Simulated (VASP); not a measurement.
Set up this calculation in VASP 6.6.1, as the native input.

```
Task                   : single point
Functional             : PBEsol
Potentials or basis    : VASP PAW PBE potentials, release 64 (Hf_pv, N)
Cutoff                 : 520 eV
k mesh                 : 14 × 14 × 10
Occupations            : gaussian, width 0.15 eV
Spin                   : no spin polarisation
Dipole correction      : no
Further INCAR settings : ALGO = Normal; EDIFF = 1e-06; NBANDS = 23
```

The structure of HfN lies in POSCAR:

```
HfN
1.0
    0.0000000000     -2.2508000098     -2.2508000098
    0.0000000000      2.2508000098     -2.2508000098
    4.5016000196      0.0000000000      0.0000000000
Hf N
2 2
Direct
    0.5090602171      0.4909397829      0.5000000000
   -0.0090602171      0.0090602171      0.0000000000
    0.4848931324      0.5151068676      0.0000000000
    0.0151068676     -0.0151068676      0.5000000000
```

This cell differs from its parent crystal: mode 4 frozen in at -0.043 Å and mode 11 at +0.045 Å (largest displacements).

The input as run:

INCAR

```
SYSTEM = HfN
  PREC = Accurate
  ENCUT = 520
  EDIFF = 1E-6
  ISMEAR = 0
  SIGMA = 0.15
  LREAL = .False.
  LASPH = .True.
  NELM = 100
  ALGO = Normal
  ISIF = 2
  LWAVE = .False.
  LCHARG = .True.
  GGA = PS
  LELF = .True.
  LVHAR = .True.
  NBANDS = 23
```

KPOINTS

```
regular mesh
0
Gamma
  14 14 10
  0 0 0
```

Potentials or basis: VASP PAW PBE potentials, release 64 (Hf_pv, N).

Launch:

```sh
$ cat potpaw_PBE.64/Hf_pv/POTCAR potpaw_PBE.64/N/POTCAR > POTCAR
$ mpirun -np 1 vasp_std > vasp.out
```

Results of the run:

| Property | Result |
| --- | --- |
| Pressure | -2.0 GPa |
| Largest force | 0.629 eV/Å |
| Band gap on the k mesh | zero (band 15 reaches 11.62 eV, above the bottom of band 16 at 5.06 eV) |

Caveat: the cell differs from its parent crystal (mode 4 frozen in at -0.043 Å and mode 11 at +0.045 Å (largest displacements)); the PAW data sets were made with another functional, which shifts forces and pressure a little; spin-orbit coupling is left out, which moves the levels of the heavy elements.

Run time: 88 s on 1 thread of Intel(R) Xeon(R) 6975P-C (Granite Rapids) (shared host), peak memory 0.4 GiB.
